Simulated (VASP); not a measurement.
Crystal: TlCl.

```
Tl Cl
1.0
     3.83883    0.00000    0.00000
     0.00000    3.83883    0.00000
     0.00000    0.00000    3.83883
Tl Cl
1 1
Cartesian
  0.0000 0.0000 0.0000
  1.9194 1.9194 1.9194
```

Base run:

* Program: VASP 6.6.1
* Functional: PBE
* Potentials or basis: VASP PAW PBE potentials, release 64 (Tl_d, Cl)
* Cutoff: 500 eV
* k mesh: 4 × 4 × 4
* Occupations: gaussian, width 0.01 eV
* Spin: no spin polarisation

Its results: band gap on the k mesh 2.09 eV, direct; pressure 1.2 GPa.

**Question.** The run is repeated on the same cell with these changes: k mesh from 4 × 4 × 4 to 3 × 3 × 3. What comes out?

**Answer.** Band gap on the k mesh 3.97 eV, direct; pressure 1.0 GPa.

Caveats: some runs use coarse meshes; spin-orbit coupling is left out, which moves the levels of the heavy elements.

A k mesh can miss the band edges.
